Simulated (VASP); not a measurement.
Crystal: Ru.

```
Ru
1.0
     1.50500    1.50500    1.50500
    -1.50500    1.50500    1.50500
    -1.50500   -1.50500    1.50500
Ru
1
Direct
  0.00000 0.00000 0.00000
```

```yaml
Program: VASP 6.6.1
Task: relaxation of cell and atoms
Functional: PBE
Potentials_or_basis: VASP PAW PBE potentials, release 64 (Ru_pv)
Cutoff: 600 eV
k_mesh: 22 × 22 × 22
Occupations: fermi-dirac, width 0.1 eV
Spin: no spin polarisation
```

At the start: pressure 13.6 GPa; volume 13.64 Å³/atom.

Task: Where does the relaxation end?

Result: Over 4 steps the energy falls by 25.0 meV/atom and the volume is 14.25 Å³/atom (+4.5 %); space group Im-3m (No. 229, to 0.05 Å).

The path:
| step | energy change (eV) | largest force (eV/Å) | pressure (GPa) | volume (Å³) |
| --- | --- | --- | --- | --- |
| 1 | 0.0000 | 0.0000 | 13.64 | 13.64 |
| 2 | 0.1322 | 0.0000 | -24.67 | 16.06 |
| 3 | -0.0249 | 0.0000 | -0.57 | 14.28 |
| 4 | -0.0250 | 0.0000 | -0.04 | 14.25 |

Final structure:
```xyz
1
Lattice="1.5273 1.5273 1.5273 -1.5273 1.5273 1.5273 -1.5273 -1.5273 1.5273" Properties=species:S:1:pos:R:3 pbc="T T T"
Ru    0.0000    0.0000    0.0000
```
